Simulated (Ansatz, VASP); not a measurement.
**One calculation of Re, two programs**

INCAR

```
PREC     = Accurate       # precision mode
ENCUT    = 520            # plane-wave cutoff, eV
EDIFF    = 1E-8           # SCF threshold, eV
ISMEAR   = -1             # smearing method
SIGMA    = 0.05           # smearing width, eV
LREAL    = False          # projectors in reciprocal space
LASPH    = True           # aspherical terms in the spheres
NELM     = 80             # most SCF steps
ALGO     = Normal         # electronic algorithm
ISIF     = 2              # what is computed and relaxed
LWAVE    = False          # write WAVECAR
LCHARG   = False          # write CHGCAR
GGA      = PS             # functional
LEFG     = True         
NBANDS   = 18             # bands
```

KPOINTS

```
regular mesh
0
Gamma
  15 15 15
```

The input POSCAR:

```
Re
1.0
    1.4021347560      0.8095228788      6.7867577774
   -1.4021347560      0.8095228788      6.7867577774
    0.0000000000     -1.6190457577      6.7867577774
Re
3
Direct
    0.0000000000      0.0000000000      0.0000000000
    0.2221738800      0.2221738800      0.2221738800
    0.7778261200      0.7778261200      0.7778261200
```

Input for Ansatz:

```yaml
crystal:
  lattice:
    - [1.402134756, 0.8095228788, 6.7867577774]
    - [-1.402134756, 0.8095228788, 6.7867577774]
    - [0.0, -1.6190457577, 6.7867577774]
  atoms:
    - { symbol: Re, position: [0.0, 0.0, 0.0] }
    - { symbol: Re, position: [0.22217388, 0.22217388, 0.22217388] }
    - { symbol: Re, position: [0.77782612, 0.77782612, 0.77782612] }
kpoints:
  mp_grid: { grid: [15, 15, 15] }
scf:
  occupations: { method: fermi_dirac, width: 0.05 }
hamiltonian:
  xc: pbesol
  pseudopotentials: { kind: all_electron, datasets: crystal }
output:
  forces: true
  stress: true
  eigenvalues: true
  efg: { contact_densities: true }
```

Change from the starting cell: volume scaled by 1.04, crystal datasets.

Alike in both runs: task electric field gradients; functional PBEsol; k mesh 15 × 15 × 15; occupations fermi-dirac, width 0.05 eV; no spin polarisation.

|  | VASP | Ansatz |
| --- | --- | --- |
| version | VASP 6.6.1 | Ansatz 0.2.0 |
| potentials or method | VASP PAW PBE potentials, release 64 (Re), cutoff 520 eV | all-electron PAW with datasets made for the crystal, scalar-relativistic |

|  | VASP | Ansatz | Ansatz less VASP |
| --- | --- | --- | --- |
| pressure (GPa) | -19.9 | -19.4 | +0.54 |
| traceless stress, the component that is largest in VASP (GPa) | -0.71 | -0.64 | +0.063 |
| rms of the force components (eV/Å) | 0.005 | 0.004 | -0.0014 |
| size of Vzz on the site where it differs most (V/Å²) | 35.0 | 21.3 | -13.71 |

VASP's potentials were made for PBE, not for PBEsol. Atom by atom the forces differ by 0.001 eV/Å (rms over components). Ansatz ran all-electron here, and VASP with PAW potentials.

Spin-orbit coupling is off throughout.
